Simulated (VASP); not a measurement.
The system is BSe.

```
B Se
1.0
     3.64905    0.00000    0.00000
    -1.82452    3.16017    0.00000
     0.00000    0.00000    5.21292
B Se
2 2
Direct
  0.00000 0.00000 0.00000
  0.00000 0.00000 0.50000
  0.33333 0.66667 0.25000
  0.66667 0.33333 0.75000
```

```yaml
Program: VASP 6.6.1
Task: relaxation of cell and atoms
Functional: PBE
Potentials_or_basis: VASP PAW PBE potentials, release 64 (B, Se)
Cutoff: 500 eV
k_mesh: 6 × 6 × 4
Occupations: gaussian, width 0.1 eV
Spin: no spin polarisation
```

At the start: pressure -4.9 GPa; volume 15.03 Å³/atom.

Q: How do energy, volume and symmetry change on relaxing?

A: Over 10 steps the energy falls by 222.6 meV/atom and the volume is 13.44 Å³/atom (-10.5 %); space group P6_3/mmc (No. 194, to 0.1 Å) before and after.

The path:
```tsv
step	energy change (eV)	largest force (eV/Å)	pressure (GPa)	volume (Å³)
1	0.0000	0.0000	-4.86	60.11
2	-0.5746	0.0000	-1.44	56.08
3	0.6828	0.0000	31.62	43.50
4	-0.8285	0.0000	3.08	52.81
5	-0.8418	0.0000	5.17	51.74
6	-0.8595	0.0000	-1.77	54.57
7	-0.8878	0.0000	0.90	53.36
8	-0.8878	0.0000	0.98	53.32
9	-0.8901	0.0000	0.07	53.87
10	-0.8902	0.0000	0.22	53.78
```

Final structure:
```xyz
4
Lattice="3.2827 0.0000 0.0000 -1.6413 2.8429 0.0000 0.0000 0.0000 5.7624" Properties=species:S:1:pos:R:3 pbc="T T T"
B     0.0000    0.0000    0.0000
B     0.0000    0.0000    2.8812
Se    0.0000    1.8953    1.4406
Se    1.6413    0.9476    4.3218
```
